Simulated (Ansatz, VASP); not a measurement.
One calculation of AlN, two programs

INCAR

```
PREC = Accurate ; ENCUT = 520
EDIFF = 1E-7 ; ISMEAR = 0
SIGMA = 0.01 ; LREAL = False
LASPH = True ; NELM = 80
ALGO = Normal ; ISIF = 2
LWAVE = False ; LCHARG = False
GGA = PS ; NBANDS = 16
```

File KPOINTS:

```
regular mesh
0
Gamma
  12 12 8
```

File POSCAR:

```
AlN
1.0
    3.1135697640      0.0000000000      0.0000000000
   -1.5567848820      2.6964305121      0.0000000000
    0.0000000000      0.0000000000      4.9831404555
Al N
2 2
Direct
    0.3333333333      0.6666666667     -0.0177038299
    0.6666666667      0.3333333333      0.4822961701
    0.3333333333      0.6666666667      0.3997038299
    0.6666666667      0.3333333333      0.8997038299
```

Input for Ansatz:

```yaml
crystal:
  lattice:
    - [3.113569764, 0.0, 0.0]
    - [-1.556784882, 2.6964305121, 0.0]
    - [0.0, 0.0, 4.9831404555]
  atoms:
    - { symbol: Al, position: [0.3333333333, 0.6666666667, -0.0177038299] }
    - { symbol: Al, position: [0.6666666667, 0.3333333333, 0.4822961701] }
    - { symbol: "N", position: [0.3333333333, 0.6666666667, 0.3997038299] }
    - { symbol: "N", position: [0.6666666667, 0.3333333333, 0.8997038299] }
basis:
  ecutwfc: 420
  xc_grid: 2
kpoints:
  mp_grid: { grid: [12, 12, 8] }
hamiltonian:
  xc: pbesol
  pseudopotentials: { kind: paw, azcp: { folder: soft_1 } }
scf:
  occupations: { method: fixed }
output:
  forces: true
  stress: true
  eigenvalues: true
  polarization: {}
```

Change from the starting cell: polar distortion scaled by 0.70.

Alike in both runs: task single point; functional PBEsol; k mesh 12 × 12 × 8; no spin polarisation.

|  | VASP | Ansatz |
| --- | --- | --- |
| version | VASP 6.6.1 | Ansatz 0.2.0 |
| potentials or method | VASP PAW PBE potentials, release 64 (Al, N), cutoff 520 eV | scalar-relativistic, plane waves, PAW |
| occupations | gaussian, width 0.01 eV | fixed |
| valence electrons in the cell | 16 | 16 |

```csv
,VASP,Ansatz,Ansatz less VASP
gap on the k mesh at the Fermi level (eV),3.55,3.54,-0.017
least direct gap on the mesh (eV),3.55,3.54,-0.017
pressure (GPa),2.0,1.9,-0.05
"traceless stress, the component that is largest in VASP (GPa)",-11.86,-11.71,+0.156
rms of the force components (eV/Å),0.736,0.731,-0.0052
```

VASP's potentials were made for PBE, not for PBEsol, and Ansatz warns of the same on its side. Atom by atom the forces differ by 0.005 eV/Å (rms over components).
